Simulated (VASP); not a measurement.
A run of VASP 6.6.1:

File INCAR:

```
PREC = Accurate
ENCUT = 520
EDIFF = 1E-6
ISMEAR = -1
SIGMA = 0.05
LREAL = Auto
LASPH = T
NELM = 100
ALGO = Normal
ISIF = 2
LWAVE = F
LCHARG = F
GGA = PS
NBANDS = 126
```

Contents of KPOINTS:

```
Automatic mesh
0
Gamma
  1 1 8
```

POSCAR

```
HC2
1.0
   15.4149280000    -15.4149280000      0.0000000000
    0.0000000000      0.0000000000     21.8000000000
   -1.7769010000     -1.7769010000      0.0000000000
C H
40 20
Direct
    0.3852160000      0.3376490000      0.0002220000
    0.3849390000      0.5002750000      0.0013540000
    0.3782120000      0.6645570000      0.0013970000
    0.6149420000      0.3376950000      0.0022380000
    0.6151490000      0.5003180000      0.0010810000
    0.6218110000      0.6646080000      0.0010100000
    0.2687370000      0.5373920000      0.5016670000
    0.5000680000      0.3782040000      0.5011750000
    0.5000390000      0.5436820000      0.5012160000
    0.5000040000      0.7058340000      0.5012240000
    0.7313400000      0.5374800000      0.5008130000
    0.2692860000      0.4982320000      0.0017170000
    0.5000770000      0.3369450000      0.0011580000
    0.5000460000      0.5021470000      0.0012160000
    0.5000110000      0.6665830000      0.0012270000
    0.7308070000      0.4983200000      0.0007630000
    0.3846690000      0.3778660000      0.5002830000
    0.3844930000      0.5409390000      0.5013490000
    0.3669910000      0.7027140000      0.5014110000
    0.6154700000      0.3779120000      0.5021690000
    0.6155800000      0.5409820000      0.5010790000
    0.6330300000      0.7027650000      0.5009950000
    0.3283750000      0.4188490000      0.5021810000
    0.3252610000      0.5791110000      0.5014420000
    0.5573850000      0.4191420000      0.5019550000
    0.5589420000      0.5844220000      0.5010930000
    0.3271360000      0.4586130000      0.0019790000
    0.3249240000      0.6183160000      0.0014270000
    0.5578650000      0.2982660000      0.9430850000
    0.5574350000      0.4601800000      0.0016520000
    0.5596060000      0.6259520000      0.0011040000
    0.4427360000      0.4191210000      0.5004500000
    0.4411150000      0.5843990000      0.5013370000
    0.6717480000      0.4189150000      0.5002960000
    0.6747980000      0.5791790000      0.5010070000
    0.4423100000      0.2982410000      0.0592230000
    0.4426710000      0.4601580000      0.0007670000
    0.4404310000      0.6259270000      0.0013240000
    0.6729700000      0.4586800000      0.0004950000
    0.6751160000      0.6183840000      0.0010200000
    0.3430410000      0.3090250000      0.0013750000
    0.6571300000      0.3090920000      0.0010570000
    0.2274490000      0.5672820000      0.5017140000
    0.4608740000      0.7368840000      0.5011590000
    0.5391150000      0.7369110000      0.5013090000
    0.7726170000      0.5673850000      0.5007810000
    0.2288850000      0.4671630000      0.0016500000
    0.7712200000      0.4672670000      0.0008390000
    0.3175170000      0.7150000000      0.5013980000
    0.3901810000      0.7474500000      0.5014450000
    0.6098570000      0.7475080000      0.5009300000
    0.6825080000      0.7150310000      0.5010270000
    0.2867000000      0.3892240000      0.5020810000
    0.2818220000      0.6457110000      0.0013910000
    0.5576490000      0.2855760000      0.5417440000
    0.5576050000      0.2502550000      0.0889500000
    0.7134340000      0.3893050000      0.5003980000
    0.4425660000      0.2502340000      0.9132510000
    0.4425410000      0.2855240000      0.4605000000
    0.7182050000      0.6458000000      0.0010970000
```

Potentials or basis: VASP PAW PBE potentials, release 64 (C, H).

Command:

```sh
$ cat potpaw_PBE.64/C/POTCAR potpaw_PBE.64/H/POTCAR > POTCAR
$ mpirun -np 1 vasp_std > vasp.out
```

Hardware: 1 thread of Oxide Virtual Turin-like Processor (shared host).

Task: Estimate the wall time of this run.

Result: It took 68 min on 1 thread of Oxide Virtual Turin-like Processor, with other jobs on the host, peak memory 1.2 GiB. Counts: scf iterations 27, k points 5.
